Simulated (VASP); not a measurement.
# SiSn3O8 (Cmmm) in VASP: single point with PBE

Aim: the single point of SiSn3O8 with PBE.

All numbers are computed with VASP 6.6.1; they aren't measurements. Logs are shortened: lines on timing, memory, paths and dates and some standing lists are left out, and cuts for length are marked.

### 1 The cell of the first run

It takes space group Cmmm (No. 65, orthorhombic). The conventional cell has a = 6.514 Å, b = 6.529 Å, c = 6.155 Å, α = 90.00°, β = 90.00°, γ = 90.00°. Within 2.4 Å of Si (site symmetry mmm) lie 6 O at 1.82 to 1.83 Å. Sn (site symmetry mm2) has 6 O at 2.04 to 2.07 Å within 2.7 Å. Sn (site symmetry mmm) has 6 O at 2.00 to 2.09 Å within 2.7 Å. O (site symmetry 2mm) has 1 Si at 1.83 Å and 2 Sn at 2.05 Å within 2.4 Å. Within 2.4 Å of O (site symmetry m) lie 1 Si at 1.82 Å and 2 Sn at 2.07 to 2.09 Å and 1 O at 2.40 Å. O (site symmetry 2mm) has 3 Sn at 2.00 to 2.04 Å and 1 O at 2.51 Å within 2.7 Å.

### 2 Single point, PBE, non-collinear spin, zero start, spin-orbit coupling

Input file INCAR:

```
SYSTEM = SiSn3O8
ALGO = Normal ; EDIFF = 1E-6
ENCUT = 600 ; GGA = PE
GGA_COMPAT = .FALSE. ; ISIF = 2
ISMEAR = 0 ; KPAR = 4
LASPH = .TRUE. ; LCHARG = .TRUE.
LORBIT = 11 ; LORBMOM = .TRUE.
LREAL = .FALSE. ; LSORBIT = .TRUE.
LVHAR = .TRUE. ; LWAVE = .FALSE.
MAGMOM = 0 0 0 0 0 0 0 0 0 0 0 0 0 0 0 0 0 0 0 0 0 0 0 0 0 0 0 0 0 0 0 0 0 0 0 0 ; NBANDS = 116
NELM = 200 ; PREC = Accurate
SIGMA = 0.01
```

Input file KPOINTS:

```
k-points
0
G
  6 6 4
  0 0 0
```

Input file POSCAR:

```
SiSn3O8
1.0
    3.2571296379     -3.2646450989      0.0000000000
    3.2571296379      3.2646450989      0.0000000000
    0.0000000000      0.0000000000      6.1545524067
Si Sn O
1 3 8
Direct
    0.5000000000      0.5000000000      0.0000000000
    0.0000000000      0.0000000000      0.7609588627
    0.5000000000      0.5000000000      0.5000000000
    0.0000000000      0.0000000000      0.2390411373
    0.2185138689      0.2185138689      0.0000000000
    0.7814861311      0.7814861311      0.0000000000
    0.6836606116      0.3163393884      0.7776603983
    0.3163393884      0.6836606116      0.7776603983
    0.1923248998      0.1923248998      0.5000000000
    0.8076751002      0.8076751002      0.5000000000
    0.6836606116      0.3163393884      0.2223396017
    0.3163393884      0.6836606116      0.2223396017
```

Potentials or basis: VASP PAW PBE potentials, release 64 (Si, Sn_d, O).

Launch:

```sh
$ cat potpaw_PBE.64/Si/POTCAR potpaw_PBE.64/Sn_d/POTCAR potpaw_PBE.64/O/POTCAR > POTCAR
$ mpirun -np 4 vasp_ncl > vasp.out
```

OUTCAR:

```text
SYSTEM = SiSn3O8
   EDIFF = 1E-6
   ENCUT = 600
   GGA = PE
   ISIF = 2
   ISMEAR = 0
   LASPH = .TRUE.
   LORBIT = 11
   LREAL = .FALSE.
   LSORBIT = .TRUE.
   NELM = 200
   PREC = Accurate

 ion  position               nearest neighbor table
   1  0.500  0.500  0.000-   7 1.82   8 1.82  11 1.82  12 1.82   5 1.83   6 1.83   3 3.08   3 3.08

   2  0.000  0.000  0.761-   9 2.04  10 2.04   5 2.05   6 2.05   7 2.07   8 2.07   4 2.94   4 3.21
                             3 3.63   3 3.63   3 3.64   3 3.64
   3  0.500  0.500  0.500-   9 2.00  10 2.00   7 2.09   8 2.09  11 2.09  12 2.09   1 3.08   1 3.08
                             4 3.63   2 3.63   2 3.63   4 3.63   2 3.64   4 3.64   2 3.64   4 3.64
   4  0.000  0.000  0.239-   9 2.04  10 2.04   5 2.05   6 2.05  11 2.07  12 2.07   2 2.94   2 3.21
                             3 3.63   3 3.63   3 3.64   3 3.64
   5  0.219  0.219  0.000-   1 1.83   2 2.05   4 2.05
   6  0.781  0.781  0.000-   1 1.83   2 2.05   4 2.05
   7  0.684  0.316  0.778-   1 1.82   2 2.07   3 2.09
   8  0.316  0.684  0.778-   1 1.82   2 2.07   3 2.09
   9  0.192  0.192  0.500-   3 2.00   2 2.04   4 2.04
  10  0.808  0.808  0.500-   3 2.00   2 2.04   4 2.04
  11  0.684  0.316  0.222-   1 1.82   4 2.07   3 2.09
  12  0.316  0.684  0.222-   1 1.82   4 2.07   3 2.09

  LATTYP: Found a base centered orthorhombic cell.
 ALAT       =     6.5142592758
 B/A-ratio  =     1.0023073877
 C/A-ratio  =     0.9447816162

  Lattice vectors:

 A1 = (   3.2571296379,  -3.2646450989,   0.0000000000)
 A2 = (   3.2571296379,   3.2646450989,   0.0000000000)
 A3 = (   0.0000000000,   0.0000000000,   6.1545524067)

Analysis of symmetry for initial positions (statically):
=====================================================================
 Subroutine PRICEL returns:
 Original cell was already a primitive cell.

 Routine SETGRP: Setting up the symmetry group for a
 base centered orthorhombic supercell.

 Subroutine GETGRP returns: Found  8 space group operations
 (whereof  8 operations were pure point group operations)
 out of a pool of  8 trial point group operations.

The static configuration has the point symmetry D_2h.

Analysis of symmetry for dynamics (positions and initial velocities):
=====================================================================
 Subroutine PRICEL returns:
 Original cell was already a primitive cell.

 Routine SETGRP: Setting up the symmetry group for a
 base centered orthorhombic supercell.

 Subroutine GETGRP returns: Found  8 space group operations
 (whereof  8 operations were pure point group operations)
 out of a pool of  8 trial point group operations.

The dynamic configuration has the point symmetry D_2h.

Analysis of structural, dynamic, and magnetic symmetry:
=====================================================================
 Subroutine PRICEL returns:
 Original cell was already a primitive cell.

 Routine SETGRP: Setting up the symmetry group for a
 base centered orthorhombic supercell.

 Subroutine GETGRP returns: Found  8 space group operations
 (whereof  8 operations were pure point group operations)
 out of a pool of  8 trial point group operations.

The overall configuration has the point symmetry D_2h.

 Subroutine INISYM returns: Found  8 space group operations
 (whereof  8 operations are pure point group operations),
 and found     1 'primitive' translations

----------------------------------------------------------------------------------------

                                     Primitive cell

  volume of cell :     130.8873

  direct lattice vectors                    reciprocal lattice vectors
     3.257129638 -3.264645099  0.000000000     0.153509395 -0.153156005  0.000000000
     3.257129638  3.264645099  0.000000000     0.153509395  0.153156005  0.000000000
     0.000000000  0.000000000  6.154552407     0.000000000  0.000000000  0.162481353

  length of vectors
     4.611594204  4.611594204  6.154552407     0.216845328  0.216845328  0.162481353

  position of ions in fractional coordinates (direct lattice)
     0.500000000  0.500000000  0.000000000
     0.000000000  0.000000000  0.760958863
     0.500000000  0.500000000  0.500000000
     0.000000000  0.000000000  0.239041137
[... 2800 lines left out ...]
      5.09080      0.00000      0.00000        -0.222228      0.000000      0.000000
      3.25713     -1.19917      4.78615         0.000000      0.020588      0.079764
      3.25713      1.19917      4.78615         0.000000     -0.020588      0.079764
      1.25285      0.00000      3.07728         0.015895      0.000000      0.000000
      5.26141      0.00000      3.07728        -0.015895      0.000000     -0.000000
      3.25713     -1.19917      1.36840         0.000000      0.020588     -0.079764
      3.25713      1.19917      1.36840         0.000000     -0.020588     -0.079764
 -----------------------------------------------------------------------------------
    total drift:                               -0.000000     -0.000000      0.000000

  FREE ENERGIE OF THE ION-ELECTRON SYSTEM (eV)
  ---------------------------------------------------
  free  energy   TOTEN  =       -78.2166284098 eV

  energy  without entropy=      -78.2166284098  energy(sigma->0) =      -78.21662841

 orbital moment (x)

 # of ion     p       d       tot
 ----------------------------------------
  1         0.000   0.000   0.000
  2         0.000   0.000   0.000
  3         0.000   0.000   0.000
  4         0.000   0.000   0.000
  5         0.000   0.000   0.000
  6         0.000   0.000   0.000
  7        -0.000   0.000  -0.000
  8         0.000   0.000   0.000
  9        -0.000   0.000  -0.000
 10        -0.000   0.000  -0.000
 11         0.000   0.000   0.000
 12        -0.000   0.000  -0.000
 ----------------------------------------
           -0.000   0.000  -0.000

 orbital moment (y)

 # of ion     p       d       tot
 ----------------------------------------
  1         0.000   0.000   0.000
  2        -0.000   0.000  -0.000
  3         0.000   0.000   0.000
  4        -0.000  -0.000  -0.000
  5         0.000   0.000   0.000
  6         0.000   0.000   0.000
  7         0.000   0.000   0.000
  8        -0.000   0.000  -0.000
  9         0.000   0.000   0.000
 10         0.000   0.000   0.000
 11         0.000   0.000   0.000
 12         0.000   0.000   0.000
 ----------------------------------------
           -0.000  -0.000  -0.000

 orbital moment (z)

 # of ion     p       d       tot
 ----------------------------------------
  1         0.000   0.000   0.000
  2         0.000   0.000   0.000
  3         0.000   0.000   0.000
  4         0.000   0.000   0.000
  5         0.000   0.000   0.000
  6         0.000   0.000   0.000
  7         0.000   0.000   0.000
  8        -0.000   0.000  -0.000
  9         0.000   0.000   0.000
 10         0.000   0.000   0.000
 11        -0.000   0.000  -0.000
 12         0.000   0.000   0.000
 ----------------------------------------
           -0.000   0.000  -0.000

 Spin-Orbit-Coupling matrix elements

 Ion:    1  E_soc:     -0.0002086
 l=   1
     0.0000000    -0.0000348    -0.0000343
    -0.0000348     0.0000000    -0.0000352
    -0.0000343    -0.0000352     0.0000000
 l=   2
     0.0000000     0.0000000     0.0000000     0.0000000     0.0000000
     0.0000000     0.0000000     0.0000000     0.0000000     0.0000000
     0.0000000     0.0000000     0.0000000     0.0000000     0.0000000
     0.0000000     0.0000000     0.0000000     0.0000000     0.0000000
     0.0000000     0.0000000     0.0000000     0.0000000     0.0000000
 l=   3
     0.0000000     0.0000000     0.0000000     0.0000000     0.0000000     0.0000000     0.0000000
     0.0000000     0.0000000     0.0000000     0.0000000     0.0000000     0.0000000     0.0000000
     0.0000000     0.0000000     0.0000000     0.0000000     0.0000000     0.0000000     0.0000000
     0.0000000     0.0000000     0.0000000     0.0000000     0.0000000     0.0000000     0.0000000
[... 209 lines left out ...]
 l=   2
     0.0000000     0.0000000     0.0000000     0.0000000     0.0000000
     0.0000000     0.0000000     0.0000000     0.0000000     0.0000000
     0.0000000     0.0000000     0.0000000     0.0000000     0.0000000
     0.0000000     0.0000000     0.0000000     0.0000000     0.0000000
     0.0000000     0.0000000     0.0000000     0.0000000     0.0000000
 l=   3
     0.0000000     0.0000000     0.0000000     0.0000000     0.0000000     0.0000000     0.0000000
     0.0000000     0.0000000     0.0000000     0.0000000     0.0000000     0.0000000     0.0000000
     0.0000000     0.0000000     0.0000000     0.0000000     0.0000000     0.0000000     0.0000000
     0.0000000     0.0000000     0.0000000     0.0000000     0.0000000     0.0000000     0.0000000
     0.0000000     0.0000000     0.0000000     0.0000000     0.0000000     0.0000000     0.0000000
     0.0000000     0.0000000     0.0000000     0.0000000     0.0000000     0.0000000     0.0000000
     0.0000000     0.0000000     0.0000000     0.0000000     0.0000000     0.0000000     0.0000000

 total charge

# of ion       s       p       d       tot
------------------------------------------
    1        0.572   0.788   0.000   1.360
    2        0.886   1.120  10.401  12.407
    3        0.886   1.096  10.381  12.364
    4        0.886   1.120  10.401  12.407
    5        1.553   3.554   0.000   5.107
    6        1.553   3.554   0.000   5.107
    7        1.553   3.549   0.000   5.102
    8        1.553   3.549   0.000   5.102
    9        1.559   3.545   0.000   5.104
   10        1.559   3.545   0.000   5.104
   11        1.553   3.549   0.000   5.102
   12        1.553   3.549   0.000   5.102
--------------------------------------------------
tot         15.664  32.519  31.184  79.366

 magnetization (x)

# of ion       s       p       d       tot
------------------------------------------
    1        0.000   0.000   0.000   0.000
    2        0.000   0.000   0.000   0.000
    3        0.000   0.000   0.000   0.000
    4        0.000   0.000   0.000   0.000
    5        0.000   0.000   0.000   0.000
    6        0.000   0.000   0.000   0.000
    7        0.000  -0.000   0.000  -0.000
    8       -0.000   0.000   0.000   0.000
    9        0.000   0.000   0.000   0.000
   10        0.000   0.000   0.000   0.000
   11       -0.000   0.000   0.000   0.000
   12        0.000  -0.000   0.000  -0.000
--------------------------------------------------
tot          0.000   0.000   0.000   0.000

 magnetization (y)

# of ion       s       p       d       tot
------------------------------------------
    1        0.000   0.000   0.000   0.000
    2        0.000   0.000   0.000   0.000
    3        0.000   0.000   0.000   0.000
    4        0.000   0.000   0.000   0.000
    5        0.000   0.000   0.000   0.000
    6        0.000   0.000   0.000   0.000
    7        0.000   0.000   0.000   0.000
    8        0.000   0.000   0.000   0.000
    9        0.000   0.000   0.000   0.000
   10        0.000   0.000   0.000   0.000
   11        0.000   0.000   0.000   0.000
   12        0.000   0.000   0.000   0.000
--------------------------------------------------
tot          0.000   0.000   0.000   0.000

 magnetization (z)

# of ion       s       p       d       tot
------------------------------------------
    1        0.000   0.000   0.000   0.000
    2        0.000   0.000   0.000   0.000
    3       -0.000  -0.000  -0.000  -0.000
    4        0.000   0.000   0.000   0.000
    5        0.000   0.000   0.000   0.000
    6        0.000   0.000   0.000   0.000
    7        0.000   0.000   0.000   0.000
    8        0.000   0.000   0.000   0.000
    9        0.000   0.000   0.000   0.000
   10        0.000   0.000   0.000   0.000
   11        0.000   0.000   0.000   0.000
   12        0.000  -0.000   0.000  -0.000
--------------------------------------------------
tot         -0.000  -0.000  -0.000  -0.000
```

Wall time 4.9 min (4 MPI ranks of Intel Xeon 6975P-C (Granite Rapids), shared host); peak memory 1.2 GiB.

What came out:

| Quantity | Value |
| --- | --- |
| Free energy | -78.2166 eV |
| Pressure | 8.5 GPa |
| Largest force | 0.222 eV/Å |
| Net moment | 0.00 μB per cell |
| Valence electrons inside the program's atomic spheres | Si 1.36; Sn 12.41, 12.36 (each value once); O 5.11, 5.10 (each value once) |

Forces on the atoms (eV/Å):
```
Si   0.000  0.000  0.000
Sn   0.000  0.000  0.003
Sn   0.000  0.000  0.000
Sn   0.000  0.000 -0.003
O    0.222  0.000  0.000
O   -0.222  0.000  0.000
O    0.000  0.021  0.080
O    0.000 -0.021  0.080
O    0.016  0.000  0.000
O   -0.016  0.000  0.000
O    0.000  0.021 -0.080
O    0.000 -0.021 -0.080
```

Moments on the atoms (μB; x, y, z):
```
Si  0.00 0.00 0.00
Sn  0.00 0.00 0.00
Sn  0.00 0.00 0.00
Sn  0.00 0.00 0.00
O   0.00 0.00 0.00
O   0.00 0.00 0.00
O   0.00 0.00 0.00
O   0.00 0.00 0.00
O   0.00 0.00 0.00
O   0.00 0.00 0.00
O   0.00 0.00 0.00
O   0.00 0.00 0.00
```

Caveat: the cell stands under pressure.
